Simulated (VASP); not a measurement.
Crystal: PbF2 (Fluorocronite).

```
Pb F
1.0
     0.00000    2.89514    2.89514
     2.89514    0.00000    2.89514
     2.89514    2.89514    0.00000
Pb F
1 2
Direct
  0.00000 0.00000 0.00000
  0.25000 0.25000 0.25000
  0.75000 0.75000 0.75000
```

This cell differs from its parent crystal: strain -1.7%.

Base run:

```yaml
Program: VASP 6.6.1
Functional: PBE
Potentials_or_basis: VASP PAW PBE potentials, release 64 (Pb_d, F)
Cutoff: 600 eV
k_mesh: 8 × 8 × 8
Occupations: fermi-dirac, width 0.02 eV
Spin: no spin polarisation
```

Its results: band gap on the k mesh 4.39 eV, indirect (least direct gap 4.55 eV); pressure 9.0 GPa.

Problem. The run is repeated on the same cell with these changes: functional from PBE to r2SCAN; cutoff from 600 eV to 660 eV; occupations from fermi-dirac, width 0.02 eV to gaussian, width 0.01 eV. What comes out?

Solution. Band gap on the k mesh 4.90 eV, indirect (least direct gap 5.05 eV); pressure 6.0 GPa.

Caveats: spin-orbit coupling is left out, which moves the levels of the heavy elements; the PAW data sets were made with another functional, which shifts forces and pressure a little (some runs).

A k mesh can miss the band edges.
